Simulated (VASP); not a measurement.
# GaP (I-4m2) in VASP: notebook

The runs below take GaP through single point, with PBE.

All numbers are computed with VASP 6.6.1; they aren't measurements. Logs are shortened: lines on timing, memory, paths and dates and some standing lists are left out, and cuts for length are marked.

## 1. The cell of the first run

Symmetry: I-4m2, No. 119, tetragonal system. Conventional cell: a = 3.700 Å, b = 3.700 Å, c = 5.669 Å, α = 90.00°, β = 90.00°, γ = 90.00°. Ga (site symmetry -4m2) has 4 P at 2.33 Å within 3.1 Å. P (site symmetry -4m2) has 4 Ga at 2.33 Å within 3.1 Å.

## 2. Single point, PBE (strain -0.040 along x and y, +0.040 along z)

INCAR

```
PREC = Accurate ; ENCUT = 520
EDIFF = 1E-7 ; ISMEAR = 0
SIGMA = 0.05 ; LREAL = F
LASPH = T ; NELM = 100
ALGO = Normal ; ISIF = 2
LWAVE = F ; LCHARG = F
GGA = PE ; NBANDS = 16
```

KPOINTS

```
regular mesh
0
Gamma
  8 8 8
```

POSCAR

```
GaP
1.0
    0.0000000000      2.6162400000      2.8342600000
    2.6162400000      0.0000000000      2.8342600000
    2.6162400000      2.6162400000      0.0000000000
Ga P
1 1
Direct
    0.0000000000      0.0000000000      0.0000000000
    0.7500000000      0.7500000000      0.7500000000
```

Potentials or basis: VASP PAW PBE potentials, release 64 (Ga_d, P).

Command:

```console
cat potpaw_PBE.64/Ga_d/POTCAR potpaw_PBE.64/P/POTCAR > POTCAR
mpirun -np 1 vasp_std > vasp.out
```

OUTCAR:

```text
PREC = Accurate
   ENCUT = 520
   EDIFF = 1E-7
   ISMEAR = 0
   LREAL = F
   LASPH = T
   NELM = 100
   ISIF = 2
   GGA = PE

 ion  position               nearest neighbor table
   1  0.000  0.000  0.000-   2 2.33   2 2.33   2 2.33   2 2.33
   2  0.750  0.750  0.750-   1 2.33   1 2.33   1 2.33   1 2.33

  LATTYP: Found a body centered tetragonal cell.
 ALAT       =     3.6999220904
 C/A-ratio  =     1.5320646926

  Lattice vectors:

 A1 = (  -2.6162400000,   0.0000000000,   2.8342600000)
 A2 = (   2.6162400000,   0.0000000000,   2.8342600000)
 A3 = (   0.0000000000,   2.6162400000,  -2.8342600000)

Analysis of symmetry for initial positions (statically):
=====================================================================
 Subroutine PRICEL returns:
 Original cell was already a primitive cell.

 Routine SETGRP: Setting up the symmetry group for a
 body centered tetragonal supercell.

 Subroutine GETGRP returns: Found  8 space group operations
 (whereof  8 operations were pure point group operations)
 out of a pool of 16 trial point group operations.

The static configuration has the point symmetry D_2d.

Analysis of symmetry for dynamics (positions and initial velocities):
=====================================================================
 Subroutine PRICEL returns:
 Original cell was already a primitive cell.

 Routine SETGRP: Setting up the symmetry group for a
 body centered tetragonal supercell.

 Subroutine GETGRP returns: Found  8 space group operations
 (whereof  8 operations were pure point group operations)
 out of a pool of 16 trial point group operations.

The dynamic configuration has the point symmetry D_2d.

 Subroutine INISYM returns: Found  8 space group operations
 (whereof  8 operations are pure point group operations),
 and found     1 'primitive' translations

----------------------------------------------------------------------------------------

                                     Primitive cell

  volume of cell :      38.7994

  direct lattice vectors                    reciprocal lattice vectors
     0.000000000  2.616240000  2.834260000    -0.191113965  0.191113965  0.176412891
     2.616240000  0.000000000  2.834260000     0.191113965 -0.191113965  0.176412891
     2.616240000  2.616240000  0.000000000     0.191113965  0.191113965 -0.176412891

  length of vectors
     3.857167547  3.857167547  3.699922090     0.322754711  0.322754711  0.322754711

  position of ions in fractional coordinates (direct lattice)
     0.000000000  0.000000000  0.000000000
     0.750000000  0.750000000  0.750000000

[... 77 lines left out ...]
   LREAL  =      F    real-space projection
   EDIFFG = 0.1E-05   stopping-criterion for IOM
   NSW    =      0    number of steps for IOM
   IBRION =     -1    ionic relax: 0-MD 1-quasi-New 2-CG
   NFREE  =      0    steps in history (QN), initial steepest desc. (CG)
   ISIF   =      2    stress and relaxation
   ISYM   =      2    0-nonsym 1-usesym 2-fastsym
   POTIM  = 0.5000    time-step for ionic-motion
   TEBEG  =    0.0;   TEEND  =   0.0 temperature during run
   PSTRESS=    0.0 pullay stress
   NELECT =      18.0000    total number of electrons
   NUPDOWN=      -1.0000    fix difference up-down
   EMIN   =  10.00;   EMAX   =-10.00  energy-range for DOS
   EFERMI =   0.00;   METHOD = LEGACY
   ISMEAR =     0;   SIGMA  =   0.05  broadening in eV -4-tet -1-fermi 0-gaus
   EFERMI_NEDOS =   21; number of points for ismear=-14 and -15
   IALGO  =     38    algorithm
   IMIX   =      4    mixing-type and parameters
     AMIX     =   0.40;   BMIX     =  1.00
     AMIX_MAG =   1.60;   BMIX_MAG =  1.00
  volume/ion in A,a.u.               =      19.40       130.92
  Fermi-wavevector in a.u.,A,eV,Ry     =   1.267333  2.394912 21.852763  1.606133
  Thomas-Fermi vector in A             =   2.400486
   LORBIT       =      0    0 simple, 1 ext, 2 COOP (PROOUT), +10 PAW based schemes
   GGA     = PE    functional components
   LHFCALC =     F    Hartree Fock is set to
   AEXX    =    0.0000 exact exchange contribution
   IVDW    =     0    specifies the selected vdW correction
   LEPSILON=     F    determine dielectric tensor
   LRPA    =     F    only Hartree local field effects (RPA)
 non-spin polarized calculation
 Gauss-broadening in eV      SIGMA  =   0.05
  energy-cutoff  :      520.00
  volume of cell :       38.80
 maximum number of plane-waves:      1058
 NGX is ok and might be reduce to    30
   NGX = 15   NGY = 15   NGZ = 13

 number of electron      17.9999995 magnetization

 Free energy of the ion-electron system (eV)
  ---------------------------------------------------
  ext. energy  EPLUGINS =         0.00000000
  ---------------------------------------------------
  free energy    TOTEN  =        -9.02736145 eV

  energy without entropy =       -9.02736145  energy(sigma->0) =       -9.02736145

 E-fermi :   5.5160     XC(G=0): -10.0347

 val. band max:        5.2722109014   @ k =   0.0000   0.0000   0.0000
 cond. band min:       6.4423570428   @ k =   0.3750   0.0000   0.3750
 fundamental gap:      1.1701461414
 Fermi energy:         5.5159818826

 k-point     1 :       0.0000    0.0000    0.0000
  band No.  band energies     occupation
      1      -9.5553      2.00000
      2      -9.5288      2.00000
      3      -9.5288      2.00000
      4      -9.4313      2.00000
      5      -9.4243      2.00000
      6      -7.7082      2.00000
[... 433 lines left out ...]
      3      -9.5026      2.00000
      4      -9.4415      2.00000
      5      -9.4091      2.00000
      6      -6.1251      2.00000
[... 8 lines left out ...]
     15      15.7530      0.00000
     16      16.6834      0.00000

 [... further k-points ...]

------------------------ aborting loop because EDIFF is reached ----------------------------------------

  FORCE on cell =-STRESS in cart. coord.  units (eV):
  Direction    XX          YY          ZZ          XY          YZ          ZX
  --------------------------------------------------------------------------------------
  -------------------------------------------------------------------------------------
  Total        2.0975522      2.0975522      0.4420297      0.0000000      0.0000000      0.0000000
  in kB       86.6160778     86.6160778     18.2531219      0.0000000      0.0000000      0.0000000
  external PRESSURE =      63.8284258 kB  Pullay stress =       0.0000000 kB

 VOLUME and BASIS-vectors are now :
 -----------------------------------------------------------------------------
  energy-cutoff  :      520.00
  volume of cell :       38.80
      direct lattice vectors                 reciprocal lattice vectors
     0.000000000  2.616240000  2.834260000    -0.191113965  0.191113965  0.176412891
     2.616240000  0.000000000  2.834260000     0.191113965 -0.191113965  0.176412891
     2.616240000  2.616240000  0.000000000     0.191113965  0.191113965 -0.176412891

 POSITION                                       TOTAL-FORCE (eV/Angst)
 -----------------------------------------------------------------------------------
      0.00000      0.00000      0.00000         0.000000      0.000000      0.000000
      3.92436      3.92436      4.25139        -0.000000     -0.000000     -0.000000
 -----------------------------------------------------------------------------------
    total drift:                                0.000001      0.000001      0.000000

  FREE ENERGIE OF THE ION-ELECTRON SYSTEM (eV)
  ---------------------------------------------------
  free  energy   TOTEN  =        -9.0273614485 eV

  energy  without entropy=       -9.0273614485  energy(sigma->0) =       -9.02736145
```

OSZICAR:

```text
N       E                     dE             d eps       ncg     rms          rms(c)
DAV:   1     0.806047734027E+02    0.80605E+02   -0.89701E+03  1984   0.161E+03
DAV:   2    -0.324330100466E+01   -0.83848E+02   -0.79961E+02  2144   0.308E+02
DAV:   3    -0.922050436065E+01   -0.59772E+01   -0.59581E+01  2344   0.650E+01
DAV:   4    -0.931147520961E+01   -0.90971E-01   -0.90945E-01  2408   0.865E+00
DAV:   5    -0.931320389989E+01   -0.17287E-02   -0.17286E-02  2424   0.104E+00    0.445E+00
DAV:   6    -0.905755341584E+01    0.25565E+00   -0.38700E-01  2920   0.111E+01    0.297E+00
DAV:   7    -0.902674092374E+01    0.30812E-01   -0.10522E-01  2496   0.226E+00    0.116E+00
DAV:   8    -0.902685591085E+01   -0.11499E-03   -0.13724E-02  2312   0.141E+00    0.235E-01
DAV:   9    -0.902723841269E+01   -0.38250E-03   -0.12959E-03  2424   0.476E-01    0.741E-02
DAV:  10    -0.902729851005E+01   -0.60097E-04   -0.10986E-04  2952   0.127E-01    0.335E-02
DAV:  11    -0.902736146163E+01   -0.62952E-04   -0.84807E-05  2248   0.760E-02    0.556E-03
DAV:  12    -0.902736117006E+01    0.29157E-06   -0.23766E-06  2368   0.196E-02    0.402E-03
DAV:  13    -0.902736142001E+01   -0.24996E-06   -0.76370E-07  2488   0.736E-03    0.198E-03
DAV:  14    -0.902736144848E+01   -0.28467E-07   -0.21714E-08  1704   0.118E-03
   1 F= -.90273614E+01 E0= -.90273614E+01  d E =-.523660E-14
```

stdout:

```text
POSCAR found type information on POSCAR GaP
 POSCAR found :  2 types and       2 ions
 scaLAPACK will be used
 LDA part: xc-table for (Slater+PW92), standard interpolation
 POSCAR, INCAR and KPOINTS ok, starting setup
 FFT: planning ... GRIDC
 FFT: planning ... GRID_SOFT
 FFT: planning ... GRID
 WAVECAR not read
 entering main loop
```

Run time: 64 s. Hardware: 1 thread of Intel Xeon 8259CL, shared host; peak memory 0.18 GiB.

What came out:

| Property | Result |
| --- | --- |
| Free energy | -9.0274 eV |
| Pressure | 6.4 GPa |
| Band gap on the k mesh | 1.17 eV (least direct gap 1.95 eV) |

Stress tensor (GPa, compression positive):
```
8.66 0.00 0.00
0.00 8.66 0.00
0.00 0.00 1.83
```

Levels at points of the mesh, in eV from the valence-band top:
```csv
k point,band 5,band 6,band 7,band 8,band 9,band 10,band 11,band 12,band 13,band 14
"(0.00, 0.00, 0.00)",-14.70,-12.98,-0.53,0.00,0.00,1.95,3.69,3.69,3.86,8.57
"(0.50, 0.00, 0.00)",-14.68,-10.77,-7.04,-1.71,-0.98,1.46,4.41,4.87,8.25,10.85
"(0.50, 0.50, 0.00)",-14.69,-10.08,-7.49,-2.60,-2.60,1.81,2.13,10.76,10.76,10.86
"(0.50, 0.00, 0.50)",-14.67,-9.68,-6.93,-3.20,-3.14,1.21,1.36,10.24,10.34,11.46
```

Caveat: the cell differs from its parent crystal (strain -0.040 along x and y, +0.040 along z); the cell stands under pressure.

## 3. Single point, PBE (strain +0.040 along x and y, -0.080 along z)

INCAR

```
ALGO = Normal
EDIFF = 1E-6
ENCUT = 520
GGA = PE
ISIF = 2
ISMEAR = 0
LASPH = T
LCHARG = F
LREAL = F
LWAVE = F
NBANDS = 16
NELM = 100
PREC = Accurate
SIGMA = 0.05
```

KPOINTS

```
k-points
0
Gamma
  8 8 8
```

POSCAR

```
GaP
1.0
    0.0000000000      2.8342600000      2.5072300000
    2.8342600000      0.0000000000      2.5072300000
    2.8342600000      2.8342600000      0.0000000000
Ga P
1 1
Direct
    0.0000000000      0.0000000000      0.0000000000
    0.7500000000      0.7500000000      0.7500000000
```

Potentials or basis: VASP PAW PBE potentials, release 64 (Ga_d, P).

Command:

```console
cat potpaw_PBE.64/Ga_d/POTCAR potpaw_PBE.64/P/POTCAR > POTCAR
mpirun -np 1 vasp_std > vasp.out
```

Run time: 48 s. Hardware: 1 thread of Intel Xeon 8259CL, shared host; peak memory 0.18 GiB.

Results (log left out):

* Free energy: -9.0339 eV
* Pressure: 2.5 GPa
* Band gap on the k mesh: 0.53 eV (least direct gap 1.40 eV)

Stress tensor (GPa, compression positive):
```
0.15 0.00 0.00
0.00 0.15 0.00
0.00 0.00 7.18
```

Levels at points of the mesh, in eV from the valence-band top:
```csv
k point,band 5,band 6,band 7,band 8,band 9,band 10,band 11,band 12,band 13,band 14
"(0.00, 0.00, 0.00)",-14.84,-12.87,-0.56,-0.56,0.00,1.40,3.44,3.71,3.71,8.37
"(0.50, 0.00, 0.00)",-14.82,-10.78,-7.00,-1.93,-1.04,1.06,3.92,5.13,8.09,10.12
"(0.50, 0.50, 0.00)",-14.80,-9.54,-6.58,-3.58,-3.58,0.69,0.79,10.18,10.18,11.45
"(0.50, 0.00, 0.50)",-14.83,-10.07,-7.38,-2.77,-2.68,1.60,1.88,9.54,9.55,10.20
```

Caveat: the cell differs from its parent crystal (strain +0.040 along x and y, -0.080 along z).
